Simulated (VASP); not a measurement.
In3Sb, 4 atoms in the cell. Symmetry: Pm-3m, No. 221, cubic system. The conventional cell has a = 4.837 Å, b = 4.837 Å, c = 4.837 Å, α = 90.00°, β = 90.00°, γ = 90.00°. In (site symmetry 4/mmm) has 8 In at 3.42 Å and 4 Sb at 3.42 Å within 4.5 Å. Sb (site symmetry m-3m) has 12 In at 3.42 Å within 4.5 Å. 

```yaml
Program: VASP 6.6.1
Task: single point
Functional: PBEsol
Potentials_or_basis: VASP PAW PBE potentials, release 64 (In_d, Sb)
Cutoff: 520 eV
k_mesh: 10 × 10 × 10
Occupations: methfessel-paxton, width 0.2 eV
Spin: no spin polarisation
Dipole_correction: no
Further_INCAR_settings: ALGO = Fast; EDIFF = 1e-07; NBANDS = 30
```

Potentials or basis: VASP PAW PBE potentials, release 64 (In_d, Sb).

The run is started by

```sh
$ cat potpaw_PBE.64/In_d/POTCAR potpaw_PBE.64/Sb/POTCAR > POTCAR
$ mpirun -np 1 vasp_std > vasp.out
```

Hardware: 1 thread of AMD EPYC 7R13 Processor (Zen 3) (shared host).

Question: Estimate the wall time of this run.

Answer: Wall time 2.3 min on 1 thread of AMD EPYC 7R13 Processor (Zen 3) (shared host), peak memory 0.28 GiB. Counts: scf iterations 18, k points 56.
